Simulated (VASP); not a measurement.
The system is WC (Qusongite).

```
W C
1.0
     2.90650    0.00000    0.00000
    -1.45325    2.51710    0.00000
     0.00000    0.00000    2.83660
W C
1 1
Cartesian
  0.0000 0.0000 0.0000
  1.4533 0.8390 1.4183
```

```yaml
Program: VASP 6.6.1
Task: relaxation of cell and atoms
Functional: PBE
Potentials_or_basis: VASP PAW PBE potentials, release 64 (W_sv, C)
Cutoff: 600 eV
k_mesh: 11 × 11 × 10
Occupations: methfessel-paxton, width 0.1 eV
Spin: no spin polarisation
```

At the start: pressure 6.7 GPa; volume 10.38 Å³/atom.

**Question.** Where does the relaxation end?

**Answer.** Over 6 steps the energy falls by 3.7 meV/atom and the volume is 10.55 Å³/atom (+1.7 %); space group P-6m2 (No. 187, to 0.05 Å).

Step by step:
```
step  energy change (eV)  largest force (eV/Å)  pressure (GPa)  volume (Å³)
   1              0.0000                0.0000            6.74        20.75
   2              0.0443                0.0000          -16.03        22.09
   3             -0.0073                0.0000           -0.11        21.11
   4             -0.0073                0.0000            0.01        21.10
   5             -0.0073                0.0000            0.04        21.11
   6             -0.0073                0.0000            0.05        21.11
```

Final structure:
```
W C
1.0
     2.92419    0.00000    0.00000
    -1.46210    2.53243    0.00000
     0.00000    0.00000    2.85006
W C
1 1
Direct
  0.00000 0.00000 0.00000
  0.66667 0.33333 0.50000
```
